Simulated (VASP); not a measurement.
# WSe2 in VASP: single point with PBE+D3(BJ)

Aim: the single point of WSe2 with PBE+D3(BJ).

All numbers are computed with VASP 6.6.1; they aren't measurements. Logs are shortened: lines on timing, memory, paths and dates and some standing lists are left out, and cuts for length are marked.

## 1. The cell of the first run

The cell holds a slab with vacuum, 6 atoms: a = 3.285 Å, b = 3.285 Å, c = 24.239 Å, α = 90.00°, β = 90.00°, γ = 120.00°.

## 2. Single point, PBE+D3(BJ)

Input file INCAR:

```
PREC = Accurate
ENCUT = 520
EDIFF = 1E-6
ISMEAR = 0
SIGMA = 0.05
LREAL = F
LASPH = T
NELM = 60
ALGO = Normal
ISIF = 2
LWAVE = F
LCHARG = F
LDIPOL = T
IDIPOL = 3
DIPOL = 0.5 0.5 0.401
GGA = PE
IVDW = 12
NBANDS = 35
```

Input file KPOINTS:

```
regular mesh
0
Gamma
  9 9 1
```

Input file POSCAR:

```
WSe2
1.0
    3.2854929596      0.0000000000      0.0000000000
   -1.6427464798      2.8453203669      0.0000000000
    0.0000000000      0.0000000000     24.2386467078
Se W
4 2
Direct
    0.3333333333      0.6666666667      0.1856539292
    0.3333333333      0.6666666667      0.3246601780
    0.3333333333      0.6666666667      0.4777215285
    0.3333333333      0.6666666667      0.6167277773
    0.6666666667      0.3333333333      0.2551570536
    0.6666666667      0.3333333333      0.5472246529
```

Potentials or basis: VASP PAW PBE potentials, release 64 (Se, W_sv).

Started as:

```sh
$ cat potpaw_PBE.64/Se/POTCAR potpaw_PBE.64/W_sv/POTCAR > POTCAR
$ mpirun -np 1 vasp_std > vasp.out
```

OUTCAR:

```text
PREC = Accurate
   ENCUT = 520
   EDIFF = 1E-6
   ISMEAR = 0
   LREAL = F
   LASPH = T
   NELM = 60
   ISIF = 2
   GGA = PE
   IVDW = 12
 IVDW          = 12

 ion  position               nearest neighbor table
   1  0.333  0.667  0.186-   5 2.54   5 2.54   5 2.54
   2  0.333  0.667  0.325-   5 2.54   5 2.54   5 2.54
   3  0.333  0.667  0.478-   6 2.54   6 2.54   6 2.54
   4  0.333  0.667  0.617-   6 2.54   6 2.54   6 2.54
   5  0.667  0.333  0.255-   1 2.54   2 2.54   1 2.54   2 2.54   1 2.54   2 2.54
   6  0.667  0.333  0.547-   3 2.54   4 2.54   3 2.54   4 2.54   3 2.54   4 2.54

  LATTYP: Found a hexagonal cell.
 ALAT       =     3.2854929596
 C/A-ratio  =     7.3774763805

  Lattice vectors:

 A1 = (   3.2854929596,   0.0000000000,   0.0000000000)
 A2 = (  -1.6427464798,   2.8453203669,   0.0000000000)
 A3 = (   0.0000000000,   0.0000000000,  24.2386467078)

Analysis of symmetry for initial positions (statically):
=====================================================================
 Subroutine PRICEL returns:
 Original cell was already a primitive cell.

 Routine SETGRP: Setting up the symmetry group for a
 hexagonal supercell.

 Subroutine GETGRP returns: Found 12 space group operations
 (whereof  6 operations were pure point group operations)
 out of a pool of 24 trial point group operations.

The static configuration has the point symmetry C_3v.
 The point group associated with its full space group is D_3h.

Analysis of symmetry for dynamics (positions and initial velocities):
=====================================================================
 Subroutine PRICEL returns:
 Original cell was already a primitive cell.

 Routine SETGRP: Setting up the symmetry group for a
 hexagonal supercell.

 Subroutine GETGRP returns: Found 12 space group operations
 (whereof  6 operations were pure point group operations)
 out of a pool of 24 trial point group operations.

The dynamic configuration has the point symmetry C_3v.
 The point group associated with its full space group is D_3h.

 Subroutine INISYM returns: Found 12 space group operations
 (whereof  6 operations are pure point group operations),
 and found     1 'primitive' translations

----------------------------------------------------------------------------------------

                                     Primitive cell

  volume of cell :     226.5897

  direct lattice vectors                    reciprocal lattice vectors
     3.285492960  0.000000000  0.000000000     0.304368328  0.175727136  0.000000000
    -1.642746480  2.845320367  0.000000000     0.000000000  0.351454273  0.000000000
     0.000000000  0.000000000 24.238646708     0.000000000  0.000000000  0.041256429

  length of vectors
     3.285492960  3.285492960 24.238646708     0.351454273  0.351454273  0.041256429

  position of ions in fractional coordinates (direct lattice)
     0.333333333  0.666666667  0.185653929
     0.333333333  0.666666667  0.324660178
     0.333333333  0.666666667  0.477721528
     0.333333333  0.666666667  0.616727777
     0.666666667  0.333333333  0.255157054
     0.666666667  0.333333333  0.547224653

  ion indices of the primitive-cell ions
   primitive index   ion index
                 1           1
                 2           2
                 3           3
                 4           4
                 5           5
                 6           6

----------------------------------------------------------------------------------------

 KPOINTS: regular mesh

Automatic generation of k-mesh.
 Grid dimensions read from file:
 generate k-points for:    9    9    1

 Generating k-lattice:

  Cartesian coordinates                     Fractional coordinates (reciprocal lattice)
     0.033818703  0.019525237  0.000000000     0.111111111 -0.000000000  0.000000000
     0.000000000  0.039050475  0.000000000     0.000000000  0.111111111  0.000000000
     0.000000000  0.000000000  0.041256429     0.000000000  0.000000000  1.000000000

  Length of vectors
     0.039050475  0.039050475  0.041256429

  Shift w.r.t. Gamma in fractional coordinates (k-lattice)
     0.000000000  0.000000000  0.000000000

 Subroutine IBZKPT returns following result:
 ===========================================

 Found     12 irreducible k-points:

 Following reciprocal coordinates:
            Coordinates               Weight
  0.000000  0.000000  0.000000      1.000000
  0.111111 -0.000000  0.000000      6.000000
  0.222222 -0.000000  0.000000      6.000000
  0.333333  0.000000  0.000000      6.000000
  0.444444 -0.000000  0.000000      6.000000
  0.111111  0.111111  0.000000      6.000000
  0.222222  0.111111  0.000000     12.000000
  0.333333  0.111111  0.000000     12.000000
  0.444444  0.111111  0.000000      6.000000
  0.222222  0.222222  0.000000      6.000000
  0.333333  0.222222  0.000000     12.000000
  0.333333  0.333333  0.000000      2.000000
   k-points           NKPTS =     12   k-points in BZ     NKDIM =     12   number of bands    NBANDS=     35
   number of dos      NEDOS =    301   number of ions     NIONS =      6
   total plane-waves  NPLWV = 103680
   dimension x,y,z NGX =    24 NGY =   24 NGZ =  180
   dimension x,y,z NGXF=    48 NGYF=   48 NGZF=  360
   ions per type =               4   2
   NGX,Y,Z   is equivalent  to a cutoff of  12.14, 12.14, 12.35 a.u.
   NGXF,Y,Z  is equivalent  to a cutoff of  24.29, 24.29, 24.69 a.u.
 SYSTEM =  unknown system
   PREC   = accura    normal or accurate (medium, high low for compatibility)
   ISTART =      0    job   : 0-new  1-cont  2-samecut
   ICHARG =      2    charge: 1-file 2-atom 10-const
   ISPIN  =      1    spin polarized calculation?
   LNONCOLLINEAR =      F non collinear calculations
   LSORBIT =      F    spin-orbit coupling
   LASPH  =      T    aspherical Exc in radial PAW
   ENCUT  =  520.0 eV  38.22 Ry    6.18 a.u.   6.11  6.11 45.07*2*pi/ulx,y,z
   NELM   =     60;   NELMIN=  2; NELMDL= -5     # of ELM steps
   EDIFF  = 0.1E-05   stopping-criterion for ELM
   LREAL  =      F    real-space projection
   EDIFFG = 0.1E-04   stopping-criterion for IOM
   NSW    =      0    number of steps for IOM
   IBRION =     -1    ionic relax: 0-MD 1-quasi-New 2-CG
   NFREE  =      0    steps in history (QN), initial steepest desc. (CG)
   ISIF   =      2    stress and relaxation
   ISYM   =      2    0-nonsym 1-usesym 2-fastsym
   POTIM  = 0.5000    time-step for ionic-motion
   TEBEG  =    0.0;   TEEND  =   0.0 temperature during run
   PSTRESS=    0.0 pullay stress
   NELECT =      52.0000    total number of electrons
   NUPDOWN=      -1.0000    fix difference up-down
   EMIN   =  10.00;   EMAX   =-10.00  energy-range for DOS
   EFERMI =   0.00;   METHOD = LEGACY
   ISMEAR =     0;   SIGMA  =   0.05  broadening in eV -4-tet -1-fermi 0-gaus
   EFERMI_NEDOS =   21; number of points for ismear=-14 and -15
   IALGO  =     38    algorithm
   IMIX   =      4    mixing-type and parameters
     AMIX     =   0.40;   BMIX     =  1.00
     AMIX_MAG =   1.60;   BMIX_MAG =  1.00
  volume/ion in A,a.u.               =      37.76       254.85
  Fermi-wavevector in a.u.,A,eV,Ry     =   1.002296  1.894064 13.668371  1.004597
  Thomas-Fermi vector in A             =   2.134774
   LORBIT       =      0    0 simple, 1 ext, 2 COOP (PROOUT), +10 PAW based schemes
   GGA     = PE    functional components
   LHFCALC =     F    Hartree Fock is set to
   AEXX    =    0.0000 exact exchange contribution
   IVDW    =    12    specifies the selected vdW correction
   LEPSILON=     F    determine dielectric tensor
   LRPA    =     F    only Hartree local field effects (RPA)
 non-spin polarized calculation
 Gauss-broadening in eV      SIGMA  =   0.05
  energy-cutoff  :      520.00
  volume of cell :      226.59
 maximum number of plane-waves:      6144
   NGX = 13   NGY = 13   NGZ = 91

 dipolmoment           0.000000      0.000000      0.000013 electrons x Angstroem

 number of electron      51.9999987 magnetization

 dipolmoment           0.000000      0.000000     -0.000002 electrons x Angstroem

 Free energy of the ion-electron system (eV)
  ---------------------------------------------------
  ext. energy  EPLUGINS =         0.00000000
  ---------------------------------------------------
  free energy    TOTEN  =       -43.18454330 eV

  energy without entropy =      -43.18454330  energy(sigma->0) =      -43.18454330

 E-fermi :   1.2564     XC(G=0):  -6.2814

 val. band max:        0.8856538720   @ k =   0.3333   0.3333   0.0000
 cond. band min:       2.4269454382   @ k =   0.2222   0.1111   0.0000
 fundamental gap:      1.5412915662
 Fermi energy:         1.2564445338

 k-point     1 :       0.0000    0.0000    0.0000
  band No.  band energies     occupation
      1     -73.1766      2.00000
      2     -73.1766      2.00000
      3     -37.4232      2.00000
      4     -37.4232      2.00000
      5     -37.2878      2.00000
      6     -37.2878      2.00000
[... 27 lines left out ...]
     34       4.0361      0.00000
     35       5.1811      0.00000

 k-point     2 :       0.1111   -0.0000    0.0000
  band No.  band energies     occupation
      1     -73.1754      2.00000
      2     -73.1754      2.00000
      3     -37.4179      2.00000
      4     -37.4179      2.00000
      5     -37.3155      2.00000
      6     -37.3155      2.00000
[... 27 lines left out ...]
     34       4.1771      0.00000
     35       5.6033      0.00000

 k-point     3 :       0.2222   -0.0000    0.0000
  band No.  band energies     occupation
      1     -73.1723      2.00000
      2     -73.1723      2.00000
      3     -37.4045      2.00000
      4     -37.4045      2.00000
      5     -37.3852      2.00000
      6     -37.3852      2.00000
[... 27 lines left out ...]
     34       4.7393      0.00000
     35       6.2612      0.00000

 k-point     4 :       0.3333    0.0000    0.0000
  band No.  band energies     occupation
      1     -73.1688      2.00000
      2     -73.1688      2.00000
      3     -37.4634      2.00000
      4     -37.4634      2.00000
      5     -37.3893      2.00000
      6     -37.3893      2.00000
[... 27 lines left out ...]
     34       5.1402      0.00000
     35       6.6677      0.00000

 k-point     5 :       0.4444   -0.0000    0.0000
  band No.  band energies     occupation
      1     -73.1665      2.00000
      2     -73.1665      2.00000
      3     -37.5138      2.00000
      4     -37.5138      2.00000
      5     -37.3794      2.00000
      6     -37.3793      2.00000
[... 27 lines left out ...]
     34       5.3073      0.00000
     35       5.3863      0.00000

 k-point     6 :       0.1111    0.1111    0.0000
  band No.  band energies     occupation
      1     -73.1733      2.00000
      2     -73.1733      2.00000
      3     -37.4086      2.00000
      4     -37.4086      2.00000
      5     -37.3618      2.00000
      6     -37.3618      2.00000
[... 27 lines left out ...]
     34       4.6934      0.00000
     35       6.0896      0.00000

 k-point     7 :       0.2222    0.1111    0.0000
  band No.  band energies     occupation
      1     -73.1700      2.00000
      2     -73.1700      2.00000
      3     -37.4300      2.00000
      4     -37.4300      2.00000
      5     -37.3943      2.00000
      6     -37.3943      2.00000
[... 27 lines left out ...]
     34       5.1832      0.00000
     35       6.8937      0.00000

 k-point     8 :       0.3333    0.1111    0.0000
  band No.  band energies     occupation
      1     -73.1671      2.00000
      2     -73.1671      2.00000
      3     -37.4890      2.00000
      4     -37.4890      2.00000
      5     -37.3817      2.00000
      6     -37.3817      2.00000
[... 27 lines left out ...]
     34       5.2789      0.00000
     35       6.3422      0.00000

 k-point     9 :       0.4444    0.1111    0.0000
  band No.  band energies     occupation
      1     -73.1659      2.00000
      2     -73.1659      2.00000
      3     -37.5121      2.00000
      4     -37.5121      2.00000
      5     -37.3767      2.00000
      6     -37.3767      2.00000
[... 27 lines left out ...]
     34       5.0815      0.00000
     35       5.3562      0.00000

 k-point    10 :       0.2222    0.2222    0.0000
  band No.  band energies     occupation
      1     -73.1673      2.00000
      2     -73.1673      2.00000
      3     -37.4679      2.00000
      4     -37.4679      2.00000
      5     -37.3826      2.00000
      6     -37.3826      2.00000
[... 27 lines left out ...]
     34       5.5025      0.00000
     35       7.1830      0.00000

 k-point    11 :       0.3333    0.2222    0.0000
  band No.  band energies     occupation
      1     -73.1655      2.00000
      2     -73.1655      2.00000
      3     -37.4861      2.00000
      4     -37.4861      2.00000
      5     -37.3978      2.00000
      6     -37.3978      2.00000
[... 27 lines left out ...]
     34       5.7000      0.00000
     35       6.0986      0.00000

 k-point    12 :       0.3333    0.3333    0.0000
  band No.  band energies     occupation
      1     -73.1649      2.00000
      2     -73.1649      2.00000
      3     -37.4622      2.00000
      4     -37.4622      2.00000
      5     -37.4388      2.00000
      6     -37.4387      2.00000
[... 27 lines left out ...]
     34       6.0464      0.00000
     35       6.2196      0.00000

------------------------ aborting loop because EDIFF is reached ----------------------------------------

 vacuum level on the upper side and lower side of the slab       (xc-potential included)        -0.141        -0.144

 Edisp (eV)   -2.28448

 E8    (eV) :    -1.0500

  FORCE on cell =-STRESS in cart. coord.  units (eV):
  Direction    XX          YY          ZZ          XY          YZ          ZX
  --------------------------------------------------------------------------------------
  -------------------------------------------------------------------------------------
  Total       0.00379     0.00379     0.08523     0.00000     0.00000     0.00000
  in kB       0.02681     0.02681     0.60263     0.00000     0.00000     0.00000
  external pressure =        0.22 kB  Pullay stress =        0.00 kB

 VOLUME and BASIS-vectors are now :
 -----------------------------------------------------------------------------
  energy-cutoff  :      520.00
  volume of cell :      226.59
      direct lattice vectors                 reciprocal lattice vectors
     3.285492960  0.000000000  0.000000000     0.304368328  0.175727136  0.000000000
    -1.642746480  2.845320367  0.000000000     0.000000000  0.351454273  0.000000000
     0.000000000  0.000000000 24.238646708     0.000000000  0.000000000  0.041256429

 POSITION                                       TOTAL-FORCE (eV/Angst)
 -----------------------------------------------------------------------------------
     -0.00000      1.89688      4.50000         0.000000     -0.000000     -0.041154
     -0.00000      1.89688      7.86932         0.000000     -0.000000      0.047570
     -0.00000      1.89688     11.57932         0.000000     -0.000000     -0.047570
     -0.00000      1.89688     14.94865         0.000000      0.000000      0.041154
      1.64275      0.94844      6.18466        -0.000000      0.000000      0.016536
      1.64275      0.94844     13.26399        -0.000000      0.000000     -0.016536
 -----------------------------------------------------------------------------------
    total drift:                               -0.000000      0.000000     -0.000021

  FREE ENERGIE OF THE ION-ELECTRON SYSTEM (eV)
  ---------------------------------------------------
  free  energy   TOTEN  =       -45.4690192446 eV

  energy  without entropy=      -45.4690192446  energy(sigma->0) =      -45.46901924

 vacuum level on the upper side and lower side of the slab         5.827         5.828
```

It took 65 s on 1 thread of Intel Xeon 6975P-C (Granite Rapids), shared host; peak memory 0.35 GiB.

What came out:

| Property | Result |
| --- | --- |
| Free energy | -45.4690 eV |
| Largest force | 0.048 eV/Å |
| Band gap on the k mesh | 1.54 eV, indirect (least direct gap 1.64 eV) |
| Dispersion energy per atom | -0.381 eV |

Forces on the atoms (eV/Å):
```
Se   0.000  0.000 -0.041
Se   0.000  0.000  0.048
Se   0.000  0.000 -0.048
Se   0.000  0.000  0.041
W    0.000  0.000  0.017
W    0.000  0.000 -0.017
```

Levels at points of the mesh, in eV from the valence-band top:
| k point | band 23 | band 24 | band 25 | band 26 | band 27 | band 28 | band 29 | band 30 |
| --- | --- | --- | --- | --- | --- | --- | --- | --- |
| (0.00, 0.00, 0.00) | -1.19 | -1.19 | -0.60 | -0.16 | 2.94 | 2.94 | 2.98 | 2.98 |

Caveat: spin-orbit coupling is left out, which moves the levels of the heavy elements.
